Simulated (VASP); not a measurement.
# BP (zincblende type) (F-43m) in VASP: further runs

BP (zincblende type) is run at these levels: LDA; tasks: single point.

Everything below comes from runs of VASP 6.6.1. Logs are shortened: lines on timing, memory, paths and dates and some standing lists are left out, and cuts for length are marked.

## 1. The cell of the first run

Symmetry: F-43m, No. 216, cubic system. The conventional cell has a = 3.679 Å, b = 3.679 Å, c = 3.679 Å, α = 90.00°, β = 90.00°, γ = 90.00°. Within 2.1 Å of B (site symmetry -43m) lie 4 P at 1.59 Å. Within 2.1 Å of P (site symmetry -43m) lie 4 B at 1.59 Å.

## 2. Single point, LDA (volume scaled by 0.55)

INCAR

```
ALGO = Normal ; EDIFF = 1E-6
ENCUT = 500 ; GGA = CA
GGA_COMPAT = F ; ISIF = 2
ISMEAR = -1 ; LASPH = T
LCHARG = F ; LREAL = F
LWAVE = F ; NBANDS = 11
NELM = 120 ; PREC = Accurate
SIGMA = 0.08
```

KPOINTS

```
k-points
0
Gamma
  15 15 15
```

POSCAR

```
BP
1.0
    0.0000000000      1.8394100818      1.8394100818
    1.8394100818      0.0000000000      1.8394100818
    1.8394100818      1.8394100818      0.0000000000
B P
1 1
Direct
    0.0000000000      0.0000000000      0.0000000000
    0.2500000000      0.2500000000      0.2500000000
```

Potentials or basis: VASP PAW LDA potentials, release 64 (B, P).

Command:

```console
cat potpaw_LDA.64/B/POTCAR potpaw_LDA.64/P/POTCAR > POTCAR
mpirun -np 1 vasp_std > vasp.out
```

OUTCAR:

```text
EDIFF = 1E-6
   ENCUT = 500
   GGA = CA
   ISIF = 2
   ISMEAR = -1
   LASPH = T
   LREAL = F
   NELM = 120
   PREC = Accurate

 ion  position               nearest neighbor table
   1  0.000  0.000  0.000-   2 1.59   2 1.59   2 1.59   2 1.59
   2  0.250  0.250  0.250-   1 1.59   1 1.59   1 1.59   1 1.59

  LATTYP: Found a face centered cubic cell.
 ALAT       =     3.6788201636

  Lattice vectors:

 A1 = (   0.0000000000,   1.8394100818,   1.8394100818)
 A2 = (   1.8394100818,   0.0000000000,   1.8394100818)
 A3 = (   1.8394100818,   1.8394100818,   0.0000000000)

Analysis of symmetry for initial positions (statically):
=====================================================================
 Subroutine PRICEL returns:
 Original cell was already a primitive cell.

 Routine SETGRP: Setting up the symmetry group for a
 face centered cubic supercell.

 Subroutine GETGRP returns: Found 24 space group operations
 (whereof 24 operations were pure point group operations)
 out of a pool of 48 trial point group operations.

The static configuration has the point symmetry T_d .

Analysis of symmetry for dynamics (positions and initial velocities):
=====================================================================
 Subroutine PRICEL returns:
 Original cell was already a primitive cell.

 Routine SETGRP: Setting up the symmetry group for a
 face centered cubic supercell.

 Subroutine GETGRP returns: Found 24 space group operations
 (whereof 24 operations were pure point group operations)
 out of a pool of 48 trial point group operations.

The dynamic configuration has the point symmetry T_d .

 Subroutine INISYM returns: Found 24 space group operations
 (whereof 24 operations are pure point group operations),
 and found     1 'primitive' translations

----------------------------------------------------------------------------------------

                                     Primitive cell

  volume of cell :      12.4470

  direct lattice vectors                    reciprocal lattice vectors
     0.000000000  1.839410082  1.839410082    -0.271826280  0.271826280  0.271826280
     1.839410082  0.000000000  1.839410082     0.271826280 -0.271826280  0.271826280
     1.839410082  1.839410082  0.000000000     0.271826280  0.271826280 -0.271826280

  length of vectors
     2.601318684  2.601318684  2.601318684     0.470816928  0.470816928  0.470816928

  position of ions in fractional coordinates (direct lattice)
     0.000000000  0.000000000  0.000000000
     0.250000000  0.250000000  0.250000000

  ion indices of the primitive-cell ions
   primitive index   ion index
                 1           1
                 2           2

----------------------------------------------------------------------------------------

 KPOINTS: k-points

Automatic generation of k-mesh.
 Grid dimensions read from file:
 generate k-points for:   15   15   15

 Generating k-lattice:

  Cartesian coordinates                     Fractional coordinates (reciprocal lattice)
    -0.018121752  0.018121752  0.018121752     0.066666667  0.000000000  0.000000000
     0.018121752 -0.018121752  0.018121752     0.000000000  0.066666667  0.000000000
     0.018121752  0.018121752 -0.018121752     0.000000000  0.000000000  0.066666667

  Length of vectors
     0.031387795  0.031387795  0.031387795

  Shift w.r.t. Gamma in fractional coordinates (k-lattice)
     0.000000000  0.000000000  0.000000000

 Subroutine IBZKPT returns following result:
 ===========================================

 Found    120 irreducible k-points:

 Following reciprocal coordinates:
            Coordinates               Weight
  0.000000  0.000000  0.000000      1.000000
  0.066667  0.000000  0.000000      8.000000
  0.133333  0.000000  0.000000      8.000000
  0.200000  0.000000  0.000000      8.000000
  0.266667  0.000000  0.000000      8.000000
  0.333333  0.000000  0.000000      8.000000
[... 16 lines left out ...]
  0.133333  0.133333  0.000000      6.000000
  0.200000  0.133333  0.000000     24.000000
 [... further k-points ...]
   k-points           NKPTS =    120   k-points in BZ     NKDIM =    120   number of bands    NBANDS=     11
   number of dos      NEDOS =    301   number of ions     NIONS =      2
   total plane-waves  NPLWV =   8000
   dimension x,y,z NGX =    20 NGY =   20 NGZ =   20
   dimension x,y,z NGXF=    40 NGYF=   40 NGZF=   40
   ions per type =               1   1
   NGX,Y,Z   is equivalent  to a cutoff of  12.78, 12.78, 12.78 a.u.
   NGXF,Y,Z  is equivalent  to a cutoff of  25.56, 25.56, 25.56 a.u.
 SYSTEM =  unknown system
   PREC   = accura    normal or accurate (medium, high low for compatibility)
   ISTART =      0    job   : 0-new  1-cont  2-samecut
   ICHARG =      2    charge: 1-file 2-atom 10-const
   ISPIN  =      1    spin polarized calculation?
   LNONCOLLINEAR =      F non collinear calculations
   LSORBIT =      F    spin-orbit coupling
   LASPH  =      T    aspherical Exc in radial PAW
   ENCUT  =  500.0 eV  36.75 Ry    6.06 a.u.   4.74  4.74  4.74*2*pi/ulx,y,z
   NELM   =    120;   NELMIN=  2; NELMDL= -5     # of ELM steps
   EDIFF  = 0.1E-05   stopping-criterion for ELM
   LREAL  =      F    real-space projection
   EDIFFG = 0.1E-04   stopping-criterion for IOM
   NSW    =      0    number of steps for IOM
   IBRION =     -1    ionic relax: 0-MD 1-quasi-New 2-CG
   NFREE  =      0    steps in history (QN), initial steepest desc. (CG)
   ISIF   =      2    stress and relaxation
   ISYM   =      2    0-nonsym 1-usesym 2-fastsym
   POTIM  = 0.5000    time-step for ionic-motion
   TEBEG  =    0.0;   TEEND  =   0.0 temperature during run
   PSTRESS=    0.0 pullay stress
   NELECT =       8.0000    total number of electrons
   NUPDOWN=      -1.0000    fix difference up-down
   EMIN   =  10.00;   EMAX   =-10.00  energy-range for DOS
   EFERMI =   0.00;   METHOD = LEGACY
   ISMEAR =    -1;   SIGMA  =   0.08  broadening in eV -4-tet -1-fermi 0-gaus
   EFERMI_NEDOS =   21; number of points for ismear=-14 and -15
   IALGO  =     38    algorithm
   IMIX   =      4    mixing-type and parameters
     AMIX     =   0.40;   BMIX     =  1.00
     AMIX_MAG =   1.60;   BMIX_MAG =  1.00
  volume/ion in A,a.u.               =       6.22        42.00
  Fermi-wavevector in a.u.,A,eV,Ry     =   1.412807  2.669819 27.157562  1.996024
  Thomas-Fermi vector in A             =   2.534518
   LORBIT       =      0    0 simple, 1 ext, 2 COOP (PROOUT), +10 PAW based schemes
   GGA     = CA    functional components
   LHFCALC =     F    Hartree Fock is set to
   AEXX    =    0.0000 exact exchange contribution
   IVDW    =     0    specifies the selected vdW correction
   LEPSILON=     F    determine dielectric tensor
   LRPA    =     F    only Hartree local field effects (RPA)
 non-spin polarized calculation
  energy-cutoff  :      500.00
  volume of cell :       12.45
 maximum number of plane-waves:       331
   NGX =  9   NGY =  9   NGZ =  9

 number of electron       8.0000000 magnetization

 Free energy of the ion-electron system (eV)
  ---------------------------------------------------
  ext. energy  EPLUGINS =         0.00000000
  ---------------------------------------------------
  free energy    TOTEN  =        -8.25126692 eV

  energy without entropy =       -8.25040777  energy(sigma->0) =       -8.25083735

 E-fermi :  16.5830     XC(G=0): -13.8994

 val. band max:       16.4527510944   @ k =   0.0000   0.0000   0.0000
 cond. band min:      16.5956174354   @ k =   0.4667   0.4667   0.0000
 fundamental gap:      0.1428663410
 Fermi energy:        16.5829900243

 k-point     1 :       0.0000    0.0000    0.0000
  band No.  band energies     occupation
      1      -5.2653      2.00000
      2      16.4528      1.67179
      3      16.4528      1.67179
      4      16.4528      1.67179
      5      22.3555      0.00000
      6      22.3555      0.00000
      7      22.3555      0.00000
      8      31.3561      0.00000
      9      31.3561      0.00000
     10      32.9717      0.00000
     11      35.9943      0.00000

 k-point     2 :       0.0667    0.0000    0.0000
  band No.  band energies     occupation
      1      -5.1398      2.00000
      2      15.6294      1.99999
      3      16.2859      1.95236
      4      16.2859      1.95236
      5      22.6251      0.00000
      6      22.6251      0.00000
      7      22.7876      0.00000
      8      30.6694      0.00000
      9      30.6694      0.00000
     10      32.6909      0.00000
     11      35.6253      0.00000

 k-point     3 :       0.1333    0.0000    0.0000
  band No.  band energies     occupation
      1      -4.7638      2.00000
      2      13.7489      2.00000
      3      15.8877      1.99966
      4      15.8877      1.99966
      5      23.2214      0.00000
      6      23.2214      0.00000
      7      23.5692      0.00000
      8      29.6069      0.00000
      9      29.6069      0.00000
     10      31.9044      0.00000
     11      36.0887      0.00000

 k-point     4 :       0.2000    0.0000    0.0000
  band No.  band energies     occupation
      1      -4.1396      2.00000
      2      11.4861      2.00000
      3      15.4289      2.00000
      4      15.4289      2.00000
      5      23.6002      0.00000
      6      23.6002      0.00000
      7      24.2155      0.00000
      8      29.2650      0.00000
      9      29.2650      0.00000
     10      31.0155      0.00000
     11      37.0667      0.00000
[... 239 lines left out ...]
 k-point    22 :      -0.0667    0.0667    0.0000
  band No.  band energies     occupation
      1      -4.9308      2.00000
      2      14.9536      2.00000
      3      15.2030      2.00000
      4      16.4439      1.70114
      5      22.5809      0.00000
      6      23.0153      0.00000
      7      23.7194      0.00000
      8      29.2425      0.00000
      9      30.1727      0.00000
     10      33.1253      0.00000
     11      36.0969      0.00000

 k-point    23 :       0.1333    0.1333    0.0000
  band No.  band energies     occupation
      1      -4.5968      2.00000
      2      14.5415      2.00000
      3      14.5415      2.00000
      4      15.5277      2.00000
      5      21.0027      0.00000
      6      25.0348      0.00000
      7      25.0348      0.00000
      8      25.9307      0.00000
      9      32.0804      0.00000
     10      34.2980      0.00000
     11      37.7540      0.00000

 k-point    24 :       0.2000    0.1333    0.0000
  band No.  band energies     occupation
      1      -4.1390      2.00000
      2      13.0695      2.00000
      3      13.9191      2.00000
      4      15.2766      2.00000
      5      20.7783      0.00000
      6      24.5798      0.00000
      7      25.9483      0.00000
      8      26.0541      0.00000
      9      32.1124      0.00000
     10      34.5455      0.00000
     11      37.7333      0.00000

 [... further k-points ...]
[... 5 lines left out ...]
  --------------------------------------------------------------------------------------
  -------------------------------------------------------------------------------------
  Total       23.7484374     23.7484374     23.7484374     -0.0000000     -0.0000000      0.0000000
  in kB     3056.8908907   3056.8908907   3056.8908907     -0.0000000     -0.0000000      0.0000000
  external PRESSURE =    3056.8908907 kB  Pullay stress =       0.0000000 kB

 VOLUME and BASIS-vectors are now :
 -----------------------------------------------------------------------------
  energy-cutoff  :      500.00
  volume of cell :       12.45
      direct lattice vectors                 reciprocal lattice vectors
     0.000000000  1.839410082  1.839410082    -0.271826280  0.271826280  0.271826280
     1.839410082  0.000000000  1.839410082     0.271826280 -0.271826280  0.271826280
     1.839410082  1.839410082  0.000000000     0.271826280  0.271826280 -0.271826280

 POSITION                                       TOTAL-FORCE (eV/Angst)
 -----------------------------------------------------------------------------------
      0.00000      0.00000      0.00000         0.000000      0.000000      0.000000
      0.91971      0.91971      0.91971        -0.000000     -0.000000     -0.000000
 -----------------------------------------------------------------------------------
    total drift:                               -0.000000     -0.000000     -0.000000

  FREE ENERGIE OF THE ION-ELECTRON SYSTEM (eV)
  ---------------------------------------------------
  free  energy   TOTEN  =        -8.2512669213 eV

  energy  without entropy=       -8.2504077690  energy(sigma->0) =       -8.25083735
```

It used 5.8 s of CPU time on 1 thread of AMD EPYC 9R45 (Zen 5) (shared host).

Results:

```
Free energy            : -8.2513 eV
Pressure               : 305.7 GPa
Band gap on the k mesh : 0.14 eV, indirect (least direct gap 5.40 eV)
```

Levels at points of the mesh, in eV from the valence-band top:
```csv
k point,band 1,band 2,band 3,band 4,band 5,band 6,band 7,band 8
"(0.00, 0.00, 0.00)",-21.72,0.00,0.00,0.00,5.90,5.90,5.90,14.90
```

## 3. Single point, LDA (volume scaled by 0.64)

INCAR

```
SYSTEM = BP
PREC     = Accurate       ! precision mode
ENCUT    = 500            ! plane-wave cutoff, eV
EDIFF    = 1E-6           ! SCF threshold, eV
ISMEAR   = -1             ! smearing method
SIGMA    = 0.08           ! smearing width, eV
LREAL    = .FALSE.        ! projectors in reciprocal space
LASPH    = .TRUE.         ! aspherical terms in the spheres
NELM     = 120            ! most SCF steps
ALGO     = Normal         ! electronic algorithm
ISIF     = 2              ! what is computed and relaxed
LWAVE    = .FALSE.        ! write WAVECAR
LCHARG   = .FALSE.        ! write CHGCAR
GGA      = CA             ! functional
NBANDS   = 11             ! bands
GGA_COMPAT= .FALSE.
```

KPOINTS

```
regular mesh
0
G
  15 15 15
  0 0 0
```

POSCAR

```
BP
1.0
    0.0000000000      1.9347179337      1.9347179337
    1.9347179337      0.0000000000      1.9347179337
    1.9347179337      1.9347179337      0.0000000000
B P
1 1
Direct
    0.0000000000      0.0000000000      0.0000000000
    0.2500000000      0.2500000000      0.2500000000
```

Potentials or basis: VASP PAW LDA potentials, release 64 (B, P).

Command:

```console
cat potpaw_LDA.64/B/POTCAR potpaw_LDA.64/P/POTCAR > POTCAR
mpirun -np 1 vasp_std > vasp.out
```

OUTCAR:

```text
SYSTEM = BP
   PREC = Accurate
   ENCUT = 500
   EDIFF = 1E-6
   ISMEAR = -1
   LREAL = .FALSE.
   LASPH = .TRUE.
   NELM = 120
   ISIF = 2
   GGA = CA

 ion  position               nearest neighbor table
   1  0.000  0.000  0.000-   2 1.68   2 1.68   2 1.68   2 1.68
   2  0.250  0.250  0.250-   1 1.68   1 1.68   1 1.68   1 1.68

  LATTYP: Found a face centered cubic cell.
 ALAT       =     3.8694358674

  Lattice vectors:

 A1 = (   0.0000000000,   1.9347179337,   1.9347179337)
 A2 = (   1.9347179337,   0.0000000000,   1.9347179337)
 A3 = (   1.9347179337,   1.9347179337,   0.0000000000)

Analysis of symmetry for initial positions (statically):
=====================================================================
 Subroutine PRICEL returns:
 Original cell was already a primitive cell.

 Routine SETGRP: Setting up the symmetry group for a
 face centered cubic supercell.

 Subroutine GETGRP returns: Found 24 space group operations
 (whereof 24 operations were pure point group operations)
 out of a pool of 48 trial point group operations.

The static configuration has the point symmetry T_d .

Analysis of symmetry for dynamics (positions and initial velocities):
[... 163 lines left out ...]
 Fermi energy:        14.2123030282

 k-point     1 :       0.0000    0.0000    0.0000
  band No.  band energies     occupation
      1      -6.0912      2.00000
      2      13.9990      1.87008
      3      13.9990      1.87008
      4      13.9990      1.87008
      5      18.9032      0.00000
      6      18.9032      0.00000
      7      18.9032      0.00000
      8      28.0360      0.00000
      9      28.0360      0.00000
     10      28.5987      0.00000
     11      30.7184      0.00000
[... 309 lines left out ...]
 k-point    24 :       0.2000    0.1333    0.0000
  band No.  band energies     occupation
      1      -5.0696      2.00000
      2      10.7802      2.00000
      3      11.6029      2.00000
      4      12.7017      2.00000
      5      17.5961      0.00000
      6      21.8596      0.00000
      7      22.2597      0.00000
      8      22.3696      0.00000
      9      28.7104      0.00000
     10      30.3497      0.00000
     11      33.1828      0.00000

 [... further k-points ...]
[... 5 lines left out ...]
  --------------------------------------------------------------------------------------
  -------------------------------------------------------------------------------------
  Total       15.8488766     15.8488766     15.8488766      0.0000000      0.0000000     -0.0000000
  in kB     1753.1783524   1753.1783524   1753.1783524      0.0000000      0.0000000     -0.0000000
  external PRESSURE =    1753.1783524 kB  Pullay stress =       0.0000000 kB

 VOLUME and BASIS-vectors are now :
 -----------------------------------------------------------------------------
  energy-cutoff  :      500.00
  volume of cell :       14.48
      direct lattice vectors                 reciprocal lattice vectors
     0.000000000  1.934717934  1.934717934    -0.258435605  0.258435605  0.258435605
     1.934717934  0.000000000  1.934717934     0.258435605 -0.258435605  0.258435605
     1.934717934  1.934717934  0.000000000     0.258435605  0.258435605 -0.258435605

 POSITION                                       TOTAL-FORCE (eV/Angst)
 -----------------------------------------------------------------------------------
      0.00000      0.00000      0.00000        -0.000000      0.000000      0.000000
      0.96736      0.96736      0.96736         0.000000     -0.000000     -0.000000
 -----------------------------------------------------------------------------------
    total drift:                               -0.000000     -0.000000      0.000000

  FREE ENERGIE OF THE ION-ELECTRON SYSTEM (eV)
  ---------------------------------------------------
  free  energy   TOTEN  =       -11.2366151971 eV

  energy  without entropy=      -11.2362838733  energy(sigma->0) =      -11.23644954
```

Wall time 9.2 s (1 thread of AMD EPYC 9R45 (Zen 5), shared host); peak memory 0.09 GiB.

What came out:

| Item | Value |
| --- | --- |
| Free energy | -11.2366 eV |
| Pressure | 175.3 GPa |
| Band gap on the k mesh | 0.38 eV, indirect (least direct gap 4.75 eV) |

 A k mesh can miss the band edges.

[end of part 1 of 2]
